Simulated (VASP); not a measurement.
The system is Tl.

```
Tl
1.0
     0.00000    2.53043    2.53043
     2.53043    0.00000    2.53043
     2.53043    2.53043    0.00000
Tl
1
Cartesian
  0.0000 0.0000 0.0000
```

This isn't the form of Tl at room conditions, which is hcp.

* Program: VASP 6.6.1
* Task: relaxation of cell and atoms
* Functional: PBE exchange alone
* Potentials or basis: VASP PAW PBE potentials, release 64 (Tl_d)
* Cutoff: 600 eV
* k mesh: 9 × 9 × 9
* Occupations: fermi-dirac, width 0.15 eV
* Spin: no spin polarisation

At the start: pressure 6.6 GPa; volume 32.41 Å³/atom.

Where does the relaxation end?

Over 24 steps the energy falls by 192.1 meV/atom and the volume is 45.97 Å³/atom (+41.9 %); space group Fm-3m (No. 225, to 0.1 Å) before and after.

The path:
```csv
step,energy change (eV),largest force (eV/Å),pressure (GPa),volume (Å³)
1,0.0000,0.0000,6.59,32.41
2,-0.1588,0.0000,1.84,39.07
3,-0.1861,0.0000,0.65,42.76
4,-0.1829,0.0000,-0.55,50.84
5,-0.1919,0.0000,-0.07,46.65
6,-0.1921,0.0000,-0.03,46.21
7,-0.1921,0.0000,0.02,45.88
8,-0.1921,0.0000,0.02,45.88
9,-0.1921,0.0000,0.03,45.88
10,-0.1921,0.0000,0.02,45.88
11,-0.1921,0.0000,0.02,45.88
12,-0.1921,0.0000,0.02,45.88
13,-0.1921,0.0000,0.02,45.88
14,-0.1921,0.0000,0.02,45.88
15,-0.1921,0.0000,0.02,45.88
16,-0.1921,0.0000,0.02,45.88
17,-0.1921,0.0000,0.03,45.88
18,-0.1921,0.0000,0.03,45.88
19,-0.1921,0.0000,0.04,45.88
20,-0.1921,0.0000,0.05,45.88
21,-0.1921,0.0000,0.02,45.89
22,-0.1921,0.0000,0.02,45.90
23,-0.1921,0.0000,0.03,45.93
24,-0.1921,0.0000,0.00,45.97
```

Final structure:
```cif
data_structure
_symmetry_space_group_name_H-M 'P 1'
_symmetry_Int_Tables_number 1
_cell_length_a 4.0211
_cell_length_b 4.0211
_cell_length_c 4.0211
_cell_angle_alpha 60.000
_cell_angle_beta 60.000
_cell_angle_gamma 60.000
_cell_volume 45.97
loop_
_atom_site_label
_atom_site_type_symbol
_atom_site_fract_x
_atom_site_fract_y
_atom_site_fract_z
_atom_site_occupancy
Tl1 Tl 0.00000 0.00000 0.00000 1
```

Caveat: the volume moved by over 15 % at a fixed basis, so the end points are rough.
